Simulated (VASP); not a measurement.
# Al12O in VASP: a series of runs

Al12O is run at these levels: PBE; tasks: single point.

Program: VASP 6.6.1. These are calculated values, not measurements. Logs are shortened: lines on timing, memory, paths and dates and some standing lists are left out, and cuts for length are marked.

## 1. The cell of the first run

The cell holds a slab with vacuum, 13 atoms: a = 5.728 Å, b = 5.728 Å, c = 15.677 Å, α = 90.00°, β = 90.00°, γ = 60.00°.

## 2. Single point, PBE

INCAR

```
SYSTEM = Al12O
  PREC = Accurate
  ENCUT = 520
  EDIFF = 1E-7
  ISMEAR = -1
  SIGMA = 0.15
  LREAL = .FALSE.
  LASPH = .TRUE.
  NELM = 80
  ALGO = Normal
  ISIF = 2
  LWAVE = .FALSE.
  LCHARG = .TRUE.
  GGA = PE
  LELF = .TRUE.
  LVHAR = .TRUE.
  NBANDS = 33
```

KPOINTS

```
Automatic mesh
0
G
  4 4 1
  0 0 0
```

POSCAR

```
Al12O
1.0
    5.7275650000      0.0000000000      0.0000000000
    2.8637820000      4.9602170000      0.0000000000
    0.0000000000      0.0000000000     15.6765370000
Al O
12 1
Direct
    0.1666666208      0.1666667003      0.0637895984
    0.6666667081      0.1666667003      0.0637895984
    0.1666666712      0.6666665995      0.0637895984
    0.6666667585      0.6666665995      0.0637895984
   -0.1667402136      0.3285890516      0.2134215612
    0.3373741632      0.3289634304      0.2134459926
   -0.1614029618      0.8229900023      0.2142757677
    0.3322250307      0.8360495115      0.2108189455
    0.0062211517      0.0071478728      0.3655992392
    0.4825525287      0.0078557047      0.3655173971
   -0.0008091967      0.4982640880      0.3575723388
    0.4891835214      0.5187498853      0.3606776803
    0.7085192747      0.0792856442      0.4233153661
```

Potentials or basis: VASP PAW PBE potentials, release 64 (Al, O).

Run with:

```
$ cat potpaw_PBE.64/Al/POTCAR potpaw_PBE.64/O/POTCAR > POTCAR
$ mpirun -np 1 vasp_std > vasp.out
```

OUTCAR:

```text
SYSTEM = Al12O
   PREC = Accurate
   ENCUT = 520
   EDIFF = 1E-7
   ISMEAR = -1
   LREAL = .FALSE.
   LASPH = .TRUE.
   NELM = 80
   ISIF = 2
   GGA = PE

 ion  position               nearest neighbor table
   1  0.167  0.167  0.064-   8 2.83   2 2.86   4 2.86   3 2.86   3 2.86   2 2.86   4 2.86   6 2.87
                             5 2.87
   2  0.667  0.167  0.064-   5 2.86   6 2.86   1 2.86   4 2.86   3 2.86   3 2.86   4 2.86   1 2.86
                             7 2.91
   3  0.167  0.667  0.064-   8 2.84   4 2.86   1 2.86   2 2.86   2 2.86   1 2.86   4 2.86   7 2.87
                             6 2.88
   4  0.667  0.667  0.064-   8 2.84   3 2.86   1 2.86   2 2.86   2 2.86   3 2.86   1 2.86   7 2.87
                             5 2.88
   5  0.833  0.329  0.213-  11 2.81   6 2.84   8 2.84   7 2.85   2 2.86   1 2.87   9 2.87  12 2.87
                             7 2.88   4 2.88   6 2.89   8 2.89
   6  0.337  0.329  0.213-  11 2.81   8 2.84   5 2.84   7 2.84   2 2.86  12 2.87  10 2.87   1 2.87
                             3 2.88   7 2.88   5 2.89   8 2.89
   7  0.839  0.823  0.214-  11 2.76   6 2.84   5 2.85   8 2.86   8 2.87   3 2.87   4 2.87   5 2.88
                             6 2.88   2 2.91   9 2.95  10 2.96
   8  0.332  0.836  0.211-  12 2.83   1 2.83   6 2.84   4 2.84   5 2.84   3 2.84   7 2.86   7 2.87
                             5 2.89   6 2.89  10 2.90   9 2.92
   9  0.006  0.007  0.366-  13 1.79  10 2.73  12 2.78  11 2.80   5 2.87   8 2.92  11 2.94   7 2.95
                            12 2.95  10 3.00
  10  0.483  0.008  0.366-  13 1.79   9 2.73  12 2.78  11 2.79   6 2.87   8 2.90  11 2.94  12 2.95
                             7 2.96   9 3.00
  11  0.999  0.498  0.358-   7 2.76  10 2.79   9 2.80   5 2.81   6 2.81  12 2.86  12 2.87   9 2.94
                            10 2.94
  12  0.489  0.519  0.361-  13 2.39   9 2.78  10 2.78   8 2.83  11 2.86   6 2.87  11 2.87   5 2.87
                            10 2.95   9 2.95
  13  0.709  0.079  0.423-   9 1.79  10 1.79  12 2.39

  LATTYP: Found a hexagonal cell.
 ALAT       =     5.7275649303
 C/A-ratio  =     2.7370334847

  Lattice vectors:

 A1 = (  -2.8637820000,  -4.9602170000,   0.0000000000)
 A2 = (   5.7275650000,   0.0000000000,   0.0000000000)
 A3 = (   0.0000000000,   0.0000000000,  15.6765370000)

Analysis of symmetry for initial positions (statically):
=====================================================================
 Subroutine PRICEL returns:
 Original cell was already a primitive cell.

 Routine SETGRP: Setting up the symmetry group for a
 hexagonal supercell.

 Subroutine GETGRP returns: Found  1 space group operations
 (whereof  1 operations were pure point group operations)
[... 133 lines left out ...]
   PSTRESS=    0.0 pullay stress
   NELECT =      42.0000    total number of electrons
   NUPDOWN=      -1.0000    fix difference up-down
   EMIN   =  10.00;   EMAX   =-10.00  energy-range for DOS
   EFERMI =   0.00;   METHOD = LEGACY
   ISMEAR =    -1;   SIGMA  =   0.15  broadening in eV -4-tet -1-fermi 0-gaus
   EFERMI_NEDOS =   21; number of points for ismear=-14 and -15
   IALGO  =     38    algorithm
   IMIX   =      4    mixing-type and parameters
     AMIX     =   0.40;   BMIX     =  1.00
     AMIX_MAG =   1.60;   BMIX_MAG =  1.00
  volume/ion in A,a.u.               =      34.26       231.19
  Fermi-wavevector in a.u.,A,eV,Ry     =   0.745162  1.408153  7.554868  0.555267
  Thomas-Fermi vector in A             =   1.840685
   LORBIT       =      0    0 simple, 1 ext, 2 COOP (PROOUT), +10 PAW based schemes
   GGA     = PE    functional components
[... 5 lines left out ...]
 non-spin polarized calculation
  energy-cutoff  :      520.00
  volume of cell :      445.37
 maximum number of plane-waves:     12009
 NGX is ok and might be reduce to    48
   NGX = 21   NGY = 21   NGZ = 59

 number of electron      41.9999999 magnetization

 Free energy of the ion-electron system (eV)
  ---------------------------------------------------
  ext. energy  EPLUGINS =         0.00000000
  ---------------------------------------------------
  free energy    TOTEN  =       -51.12829541 eV

  energy without entropy =      -50.77177402  energy(sigma->0) =      -50.95003472

 E-fermi :   1.3685     XC(G=0):  -5.7563

 val. band max:        1.3269045961   @ k =   0.0000   0.5000   0.0000
 cond. band min:       1.4410384914   @ k =  -0.2500   0.2500   0.0000
 fundamental gap:      0.1141338953
 Fermi energy:         1.3685066273

 k-point     1 :       0.0000    0.0000    0.0000
  band No.  band energies     occupation
      1     -17.8899      2.00000
      2      -8.9698      2.00000
      3      -7.1988      2.00000
      4      -5.0638      2.00000
      5      -4.5385      2.00000
      6      -4.1702      2.00000
[... 349 lines left out ...]
     32       5.0751      0.00000
     33       5.1873      0.00000

------------------------ aborting loop because EDIFF is reached ----------------------------------------

  FORCE on cell =-STRESS in cart. coord.  units (eV):
  Direction    XX          YY          ZZ          XY          YZ          ZX
  --------------------------------------------------------------------------------------
  -------------------------------------------------------------------------------------
  Total       -4.6717622     -3.8914974     -0.7616087     -0.0230834      1.1896336      0.0453838
  in kB      -16.8062369    -13.9993055     -2.7398175     -0.0830404      4.2795978      0.1632641
  external PRESSURE =     -11.1817866 kB  Pullay stress =       0.0000000 kB

 VOLUME and BASIS-vectors are now :
 -----------------------------------------------------------------------------
  energy-cutoff  :      520.00
  volume of cell :      445.37
      direct lattice vectors                 reciprocal lattice vectors
     5.727565000  0.000000000  0.000000000     0.174594265 -0.100802024  0.000000000
     2.863782000  4.960217000  0.000000000     0.000000000  0.201604083  0.000000000
     0.000000000  0.000000000 15.676537000     0.000000000  0.000000000  0.063789598

 POSITION                                       TOTAL-FORCE (eV/Angst)
 -----------------------------------------------------------------------------------
      1.43189      0.82670      1.00000        -0.002138      0.003092      0.008446
      4.29567      0.82670      1.00000         0.000628      0.061941      0.022120
      2.86378      3.30681      1.00000         0.013851     -0.046574      0.039580
      5.72757      3.30681      1.00000        -0.015608     -0.048480      0.039901
      5.71356      1.62987      3.34571        -0.002202     -0.008701     -0.001180
      2.87441      1.63173      3.34609        -0.001575     -0.009173      0.000198
      7.15998      4.08221      3.35910        -0.003687      0.005913     -0.004611
      4.29710      4.14699      3.30491        -0.005035     -0.044434      0.045657
      0.05610      0.03546      5.73133         0.028162     -0.223158     -0.052061
      2.78635      0.03897      5.73005        -0.017945     -0.227307     -0.046409
      7.14985      2.47150      5.60550         0.003526     -0.112943     -0.113207
      4.28742      2.57311      5.65418         0.001318     -0.314730      0.190338
      4.28515      0.39327      6.63612         0.000706      0.964553     -0.128773
 -----------------------------------------------------------------------------------
    total drift:                                0.000043     -0.000118     -0.000998

  FREE ENERGIE OF THE ION-ELECTRON SYSTEM (eV)
  ---------------------------------------------------
  free  energy   TOTEN  =       -51.1282954115 eV

  energy  without entropy=      -50.7717740225  energy(sigma->0) =      -50.95003472
```

stdout:

```text
POSCAR found type information on POSCAR AlO
 POSCAR found :  2 types and      13 ions
 scaLAPACK will be used
 LDA part: xc-table for (Slater+PW92), standard interpolation
 POSCAR, INCAR and KPOINTS ok, starting setup
 FFT: planning ... GRIDC
 FFT: planning ... GRID_SOFT
 FFT: planning ... GRID
 WAVECAR not read
 entering main loop
```

Run time: 5.6 min. Hardware: 1 thread of Intel Xeon 6975P-C, shared host; peak memory 0.64 GiB.

What came out:

```
Free energy            : -51.1283 eV
Largest force          : 0.973 eV/Å
Band gap on the k mesh : zero (band 21 reaches 1.44 eV, above the bottom of band 22 at 1.05 eV)
```

Forces in eV/Å, atoms in the order of the input:
```
Al  -0.002  0.003  0.008
Al   0.001  0.062  0.022
Al   0.014 -0.047  0.040
Al  -0.016 -0.048  0.040
Al  -0.002 -0.009 -0.001
Al  -0.002 -0.009  0.000
Al  -0.004  0.006 -0.005
Al  -0.005 -0.044  0.046
Al   0.028 -0.223 -0.052
Al  -0.018 -0.227 -0.046
Al   0.004 -0.113 -0.113
Al   0.001 -0.315  0.190
O    0.001  0.965 -0.129
```

Levels at points of the mesh, in eV from the Fermi level:
```csv
k point,band 19,band 20,band 21,band 22,band 23,band 24
"(0.00, 0.00, 0.00)",-2.22,-1.48,-0.43,-0.28,-0.25,0.77
"(0.50, 0.00, 0.00)",-0.35,-0.20,-0.09,0.35,1.02,1.35
"(0.50, 0.50, 0.00)",-0.36,-0.20,-0.09,0.35,1.01,1.35
"(0.00, 0.50, 0.00)",-0.32,-0.08,-0.04,0.35,1.01,1.41
```

## 3. Single point, PBE

INCAR

```
SYSTEM = Al12O
PREC = Accurate
ENCUT = 520
EDIFF = 1E-7
ISMEAR = -1
SIGMA = 0.15
LREAL = .FALSE.
LASPH = .TRUE.
NELM = 60
ALGO = Normal
ISIF = 2
LWAVE = .FALSE.
LCHARG = .FALSE.
GGA = PE
NBANDS = 33
```

KPOINTS

```
regular mesh
0
G
  4 4 1
  0 0 0
```

POSCAR

```
Al12O
1.0
    5.7275650000      0.0000000000      0.0000000000
    2.8637820000      4.9602170000      0.0000000000
    0.0000000000      0.0000000000     15.6765370000
Al O
12 1
Direct
    0.1666666208      0.1666667003      0.0637895984
    0.6666667081      0.1666667003      0.0637895984
    0.1666666712      0.6666665995      0.0637895984
    0.6666667585      0.6666665995      0.0637895984
   -0.1671212062      0.3293726867      0.2135765061
    0.3381216333      0.3293851862      0.2134157563
   -0.1613251413      0.8229216585      0.2146232934
    0.3300599401      0.8401733231      0.2096191908
   -0.0052985191      0.0264889621      0.3669314849
    0.4757881187      0.0267665709      0.3667403075
   -0.0061005204      0.5092744934      0.3607785954
    0.4752147371      0.5472939994      0.3550913700
    0.7515842393     -0.0067755100      0.4273345574
```

Potentials or basis: VASP PAW PBE potentials, release 64 (Al, O).

Run with:

```
$ cat potpaw_PBE.64/Al/POTCAR potpaw_PBE.64/O/POTCAR > POTCAR
$ mpirun -np 1 vasp_std > vasp.out
```

OUTCAR:

```text
SYSTEM = Al12O
   PREC = Accurate
   ENCUT = 520
   EDIFF = 1E-7
   ISMEAR = -1
   LREAL = .FALSE.
   LASPH = .TRUE.
   NELM = 60
   ISIF = 2
   GGA = PE

 ion  position               nearest neighbor table
   1  0.167  0.167  0.064-   8 2.80   2 2.86   4 2.86   3 2.86   3 2.86   2 2.86   4 2.86   6 2.87
                             5 2.87
   2  0.667  0.167  0.064-   6 2.86   5 2.86   1 2.86   4 2.86   3 2.86   3 2.86   4 2.86   1 2.86
                             7 2.92
   3  0.167  0.667  0.064-   8 2.83   4 2.86   1 2.86   2 2.86   2 2.86   1 2.86   4 2.86   7 2.87
                             6 2.88
   4  0.667  0.667  0.064-   8 2.83   3 2.86   1 2.86   2 2.86   2 2.86   3 2.86   1 2.86   7 2.87
                             5 2.88
   5  0.833  0.329  0.214-   8 2.83   6 2.83   9 2.84   7 2.84  12 2.85   2 2.86  11 2.86   1 2.87
                             4 2.88   7 2.88   6 2.89   8 2.90
   6  0.338  0.329  0.213-   8 2.83   5 2.83  10 2.83  12 2.84   7 2.84   2 2.86   1 2.87  11 2.87
                             3 2.88   7 2.88   5 2.89   8 2.90
   7  0.839  0.823  0.215-  11 2.77   5 2.84   6 2.84   8 2.87   8 2.87   3 2.87   4 2.87   6 2.88
                             5 2.88   2 2.92   9 2.98  10 2.99
   8  0.330  0.840  0.210-  12 2.70   1 2.80   5 2.83   6 2.83   4 2.83   3 2.83   7 2.87   7 2.87
                             6 2.90   5 2.90  10 2.97   9 2.98
   9  0.995  0.026  0.367-  13 1.77  12 2.75  10 2.76  11 2.76   5 2.84  11 2.97  10 2.97   8 2.98
                             7 2.98  12 2.98
  10  0.476  0.027  0.367-  13 1.77  12 2.75   9 2.76  11 2.76   6 2.83   8 2.97  11 2.97   9 2.97
                            12 2.99   7 2.99
  11  0.994  0.509  0.361-  13 2.62  10 2.76   9 2.76   7 2.77   5 2.86  12 2.87   6 2.87  12 2.87
                             9 2.97  10 2.97
  12  0.475  0.547  0.355-   8 2.70  10 2.75   9 2.75   6 2.84   5 2.85  11 2.87  11 2.87   9 2.98
                            10 2.99
  13  0.752  0.993  0.427-  10 1.77   9 1.77  11 2.62

  LATTYP: Found a hexagonal cell.
 ALAT       =     5.7275649303
 C/A-ratio  =     2.7370334847

  Lattice vectors:

[... 169 lines left out ...]
  energy-cutoff  :      520.00
  volume of cell :      445.37
 maximum number of plane-waves:     12009
 NGX is ok and might be reduce to    48
   NGX = 21   NGY = 21   NGZ = 59

 number of electron      41.9999999 magnetization

 Free energy of the ion-electron system (eV)
  ---------------------------------------------------
  ext. energy  EPLUGINS =         0.00000000
  ---------------------------------------------------
  free energy    TOTEN  =       -50.87609792 eV

  energy without entropy =      -50.53434353  energy(sigma->0) =      -50.70522072

 E-fermi :   1.3589     XC(G=0):  -5.7581

 val. band max:        1.3457107687   @ k =   0.0000   0.5000   0.0000
 cond. band min:       1.3647357573   @ k =   0.5000   0.2500   0.0000
 fundamental gap:      0.0190249887
 Fermi energy:         1.3588824434

 k-point     1 :       0.0000    0.0000    0.0000
  band No.  band energies     occupation
      1     -17.7412      2.00000
      2      -9.0072      2.00000
      3      -7.2440      2.00000
      4      -4.9373      2.00000
      5      -4.5782      2.00000
      6      -3.8861      2.00000
[... 349 lines left out ...]
     32       5.0453      0.00000
     33       5.1433      0.00000

------------------------ aborting loop because EDIFF is reached ----------------------------------------

  FORCE on cell =-STRESS in cart. coord.  units (eV):
  Direction    XX          YY          ZZ          XY          YZ          ZX
  --------------------------------------------------------------------------------------
  -------------------------------------------------------------------------------------
  Total       -4.4937736     -3.1393122     -0.1075864     -0.0134765     -0.0540532      0.0445978
  in kB      -16.1659391    -11.2933880     -0.3870322     -0.0484804     -0.1944515      0.1604366
  external PRESSURE =      -9.2821198 kB  Pullay stress =       0.0000000 kB

 VOLUME and BASIS-vectors are now :
 -----------------------------------------------------------------------------
  energy-cutoff  :      520.00
  volume of cell :      445.37
      direct lattice vectors                 reciprocal lattice vectors
     5.727565000  0.000000000  0.000000000     0.174594265 -0.100802024  0.000000000
     2.863782000  4.960217000  0.000000000     0.000000000  0.201604083  0.000000000
     0.000000000  0.000000000 15.676537000     0.000000000  0.000000000  0.063789598

 POSITION                                       TOTAL-FORCE (eV/Angst)
 -----------------------------------------------------------------------------------
      1.43189      0.82670      1.00000        -0.002347      0.018798     -0.055607
      4.29567      0.82670      1.00000         0.003967      0.146313      0.030536
      2.86378      3.30681      1.00000         0.046003     -0.073311      0.023610
      5.72757      3.30681      1.00000        -0.047830     -0.076673      0.025683
      5.71362      1.63376      3.34814        -0.012037     -0.007020     -0.005222
      2.87990      1.63382      3.34562         0.002750     -0.003774      0.009253
      7.16023      4.08187      3.36455         0.001413     -0.002765     -0.005201
      4.29651      4.16744      3.28610        -0.000696     -0.002755      0.012116
      5.77308      0.13139      5.75221         0.090972     -0.010125     -0.053771
      2.80176      0.13277      5.74922        -0.109765     -0.003240     -0.060868
      7.15108      2.52611      5.65576         0.008948      0.089823      0.010168
      4.28915      2.71470      5.56660        -0.005228     -0.051740     -0.001217
      7.14913      4.92661      6.69913         0.023851     -0.023533      0.070521
 -----------------------------------------------------------------------------------
    total drift:                                0.000010      0.000021     -0.000044

  FREE ENERGIE OF THE ION-ELECTRON SYSTEM (eV)
  ---------------------------------------------------
  free  energy   TOTEN  =       -50.8760979202 eV

  energy  without entropy=      -50.5343435251  energy(sigma->0) =      -50.70522072
```

OSZICAR:

```text
N       E                     dE             d eps       ncg     rms          rms(c)
DAV:   1     0.147968083394E+03    0.14797E+03   -0.13885E+04   660   0.948E+02
DAV:   2    -0.315733177895E+02   -0.17954E+03   -0.17085E+03   857   0.165E+02
DAV:   3    -0.541256379081E+02   -0.22552E+02   -0.22068E+02   920   0.546E+01
[... 15 lines left out ...]
DAV:  19    -0.508760951417E+02   -0.25942E-04   -0.37183E-06   896   0.810E-03    0.152E-03
DAV:  20    -0.508760972680E+02   -0.21262E-05   -0.24322E-07   823   0.215E-03    0.744E-04
DAV:  21    -0.508760977241E+02   -0.45617E-06   -0.47573E-08   608   0.116E-03    0.285E-04
DAV:  22    -0.508760978820E+02   -0.15784E-06   -0.57977E-08   639   0.832E-04    0.137E-04
DAV:  23    -0.508760979202E+02   -0.38188E-07   -0.89292E-09   567   0.495E-04
   1 F= -.50876098E+02 E0= -.50705221E+02  d E =-.341754E+00
```

stdout:

```text
POSCAR found type information on POSCAR AlO
 POSCAR found :  2 types and      13 ions
 scaLAPACK will be used
 LDA part: xc-table for (Slater+PW92), standard interpolation
 POSCAR, INCAR and KPOINTS ok, starting setup
 FFT: planning ... GRIDC
 FFT: planning ... GRID_SOFT
 FFT: planning ... GRID
 WAVECAR not read
 entering main loop
```

It took 5.6 min on 1 thread of Intel Xeon 6975P-C, shared host; peak memory 0.64 GiB.

What came out:

```
Free energy            : -50.8761 eV
Largest force          : 0.150 eV/Å
Band gap on the k mesh : zero (band 21 reaches 1.53 eV, above the bottom of band 22 at 1.00 eV)
```

Forces in eV/Å, atoms in the order of the input:
```
Al  -0.002  0.019 -0.056
Al   0.004  0.146  0.031
Al   0.046 -0.073  0.024
Al  -0.048 -0.077  0.026
Al  -0.012 -0.007 -0.005
Al   0.003 -0.004  0.009
Al   0.001 -0.003 -0.005
Al  -0.001 -0.003  0.012
Al   0.091 -0.010 -0.054
Al  -0.110 -0.003 -0.061
Al   0.009  0.090  0.010
Al  -0.005 -0.052 -0.001
O    0.024 -0.024  0.071
```

(Part 1 of 2 ends here.)
